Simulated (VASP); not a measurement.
Crystal: La3Mg.

```
Mg La
1.0
     0.00000    4.12000    4.12000
     4.12000    0.00000    4.12000
     4.12000    4.12000    0.00000
Mg La
1 3
Direct
  0.00000 0.00000 0.00000
  0.50000 0.50000 0.50000
  0.25000 0.25000 0.25000
  0.75000 0.75000 0.75000
```

```yaml
Program: VASP 6.6.1
Task: relaxation of cell and atoms
Functional: LDA
Potentials_or_basis: VASP PAW LDA potentials, release 64 (Mg_sv, La)
Cutoff: 840 eV
k_mesh: 5 × 5 × 5
Occupations: fermi-dirac, width 0.1 eV
Spin: no spin polarisation
```

At the start: pressure -3.7 GPa; volume 34.97 Å³/atom.

Question: Where does the relaxation end?

Answer: Over 3 steps the energy falls by 63.0 meV/atom and the volume is 30.10 Å³/atom (-13.9 %); space group Fm-3m (No. 225, to 0.1 Å) before and after.

Step by step:
```tsv
step	energy change (eV)	largest force (eV/Å)	pressure (GPa)	volume (Å³)
1	0.0000	0.0000	-3.73	139.87
2	-0.2404	0.0000	-0.92	124.02
3	-0.2521	0.0000	-0.09	120.40
```

Final structure:
```cif
data_structure
_symmetry_space_group_name_H-M 'P 1'
_symmetry_Int_Tables_number 1
_cell_length_a 5.5426
_cell_length_b 5.5426
_cell_length_c 5.5426
_cell_angle_alpha 60.000
_cell_angle_beta 60.000
_cell_angle_gamma 60.000
_cell_volume 120.40
loop_
_atom_site_label
_atom_site_type_symbol
_atom_site_fract_x
_atom_site_fract_y
_atom_site_fract_z
_atom_site_occupancy
Mg1 Mg 0.00000 0.00000 0.00000 1
La1 La 0.50000 0.50000 0.50000 1
La2 La 0.25000 0.25000 0.25000 1
La3 La 0.75000 0.75000 0.75000 1
```
